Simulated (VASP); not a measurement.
Write the native input for VASP 6.6.1 that does the following.

* Task: single point
* Functional: LDA
* Potentials or basis: VASP PAW LDA potentials, release 64 (Ta_pv, N)
* Cutoff: 520 eV
* k mesh: 4 × 4 × 7
* Occupations: gaussian, width 0.05 eV
* Spin: collinear spin, ferromagnetic start
* Starting moments: [2.17, 0.46, 0.46, 0.13, 0.13, 0.13] μB
* Fixed moment: 6 μB
* Hubbard terms: Ta d U = 4.0 eV
* Dipole correction: no
* Further INCAR settings: ALGO = Normal; EDIFF = 1e-06; NBANDS = 37

The structure of TaN lies in POSCAR:

```
TaN
1.0
    5.1850002000      0.0000000000      0.0000000000
   -2.5925001000      4.4903418900      0.0000000000
    0.0000000000      0.0000000000      2.9080005300
Ta N
3 3
Direct
    0.0000000000      0.0000000000      0.0000000000
    0.3333333333      0.6666666667      0.5000000000
    0.6666666667      0.3333333333      0.5000000000
    0.5000000000      0.0000000000      0.0000000000
    0.5000000000      0.5000000000      0.0000000000
    0.0000000000      0.5000000000      0.0000000000
```

One way to write it, as run:

INCAR

```
SYSTEM = TaN
ALGO     = Normal         ! electronic algorithm
EDIFF    = 1E-6           ! SCF threshold, eV
ENCUT    = 520            ! plane-wave cutoff, eV
ISIF     = 2              ! what is computed and relaxed
ISMEAR   = 0              ! smearing method
ISPIN    = 2              ! spin polarisation
LASPH    = .True.         ! aspherical terms in the spheres
LCHARG   = .True.         ! write CHGCAR
LDAU     = .True.         ! DFT+U
LDAUJ    = 0 0          
LDAUL    = 2 -1           ! shell
LDAUPRINT= 1            
LDAUTYPE = 2            
LDAUU    = 4 0            ! U, eV
LELF     = .True.         ! ELF
LMAXMIX  = 4              ! l up to which the mixer works
LORBIT   = 11             ! projections on sites
LREAL    = .False.        ! projectors in reciprocal space
LVHAR    = .True.       
LWAVE    = .False.        ! write WAVECAR
MAGMOM   = 2.17 0.46 0.46 0.13 0.13 0.13 ! initial moments
NBANDS   = 37             ! bands
NELM     = 150            ! most SCF steps
NUPDOWN  = 6.0            ! fixed moment
PREC     = Accurate       ! precision mode
SIGMA    = 0.05           ! smearing width, eV
```

KPOINTS

```
k-points
0
Gamma
  4 4 7
  0 0 0
```

Potentials or basis: VASP PAW LDA potentials, release 64 (Ta_pv, N).

Launch:

```bash
$ cat potpaw_LDA.64/Ta_pv/POTCAR potpaw_LDA.64/N/POTCAR > POTCAR
$ mpirun -np 1 vasp_std > vasp.out
```

It gave:

* Pressure: 32.4 GPa
* Net moment: 6.00 μB per cell
* Site moments: Ta +2.24, +0.71; N +0.16 μB
* Valence electrons inside the program's atomic spheres: Ta 8.78, 9.05; N 3.79

Caveat: the moment is held away from its start; the total moment is fixed, so each spin has its own Fermi level.

It took 34 s on 1 thread of Intel(R) Xeon(R) 6975P-C (Granite Rapids), on a shared host, peak memory 0.21 GiB.
